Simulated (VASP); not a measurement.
# SnO2 (fluorite type): single point with PBE

The system is SnO2 (fluorite type).

```
Sn O
1.0
     0.00000    2.55418    2.55418
     2.55418    0.00000    2.55418
     2.55418    2.55418    0.00000
Sn O
1 2
Direct
  0.00000 0.00000 0.00000
  0.25000 0.25000 0.25000
  0.75000 0.75000 0.75000
```

```yaml
Program: VASP 6.6.1
Task: single point
Functional: PBE
Potentials_or_basis: VASP PAW PBE potentials, release 64 (Sn_d, O)
Cutoff: 520 eV
k_mesh: 19 × 19 × 19
Occupations: fermi-dirac, width 0.0612256 eV
Spin: no spin polarisation
```

The pressure is 4.6 GPa.

Levels at points of the mesh, in eV from the Fermi level:
| k point | band 10 | band 11 | band 12 | band 13 | band 14 | band 15 | band 16 | band 17 |
| --- | --- | --- | --- | --- | --- | --- | --- | --- |
| (0.00, 0.00, 0.00) | -3.14 | -1.63 | -1.63 | -1.63 | -0.24 | 6.77 | 6.77 | 6.77 |

It took 62 s on 1 thread of Intel(R) Xeon(R) 6975P-C (Granite Rapids) (shared host), peak memory 0.26 GiB.

Caveat: the cell stands under pressure; spin-orbit coupling is left out, which moves the levels of the heavy elements.
